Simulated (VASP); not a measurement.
Na2ICl:

```
Cl I Na
1.0
     2.14136    1.23631    6.97776
    -2.14136    1.23631    6.97776
     0.00000   -2.47263    6.97776
Cl I Na
1 1 2
Direct
  0.00000 0.00000 0.00000
  0.50000 0.50000 0.50000
  0.26032 0.26032 0.26032
  0.73968 0.73968 0.73968
```

Base run:

* Program: VASP 6.6.1
* Functional: r2SCAN
* Potentials or basis: VASP PAW PBE potentials, release 64 (Cl, I, Na_pv)
* Cutoff: 520 eV
* k mesh: 6 × 6 × 6
* Occupations: gaussian, width 0.01 eV
* Spin: no spin polarisation

Its results: band gap on the k mesh 3.88 eV; pressure -0.1 GPa.

**Question.** The run is repeated on the same cell with these changes: functional from r2SCAN to PBE. What comes out?

**Answer.** Band gap on the k mesh 3.19 eV; pressure 0.7 GPa.

Caveats: spin-orbit coupling is left out, which moves the levels of the heavy elements; the PAW data sets were made with another functional, which shifts forces and pressure a little (at least some runs).

A k mesh can miss the band edges.
